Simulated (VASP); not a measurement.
BN, 8 atoms in the cell. The structure is tetragonal, space group P4_2/mnm (No. 136). Conventional cell: a = 4.464 Å, b = 4.464 Å, c = 2.767 Å, α = 90.00°, β = 90.00°, γ = 90.00°. B (site symmetry m2m) has 4 N at 1.62 to 1.64 Å and 1 B at 2.20 Å within 2.2 Å. Within 2.2 Å of N (site symmetry m2m) lie 4 B at 1.62 to 1.64 Å. 

| Item | Value |
| --- | --- |
| Program | VASP 6.6.1 |
| Task | single point |
| Functional | PBEsol |
| Potentials or basis | VASP PAW PBE potentials, release 64 (B, N) |
| Cutoff | 520 eV |
| k mesh | 6 × 6 × 10 |
| Occupations | gaussian, width 0.05 eV |
| Spin | no spin polarisation |
| Dipole correction | no |
| Further INCAR settings | ALGO = Normal; EDIFF = 1e-06; NBANDS = 26 |

Potentials or basis: VASP PAW PBE potentials, release 64 (B, N).

Run with:

```console
$ cat potpaw_PBE.64/B/POTCAR potpaw_PBE.64/N/POTCAR > POTCAR
$ mpirun -np 1 vasp_std > vasp.out
```

Hardware: 1 thread of Intel(R) Xeon(R) Platinum 8488C (Sapphire Rapids), on a shared host.

**Question.** Estimate the wall time of this run.

**Answer.** Run time: 85 s on 1 thread of Intel(R) Xeon(R) Platinum 8488C (Sapphire Rapids), with other jobs on the host, peak memory 0.21 GiB. Counts: scf iterations 13, k points 60.
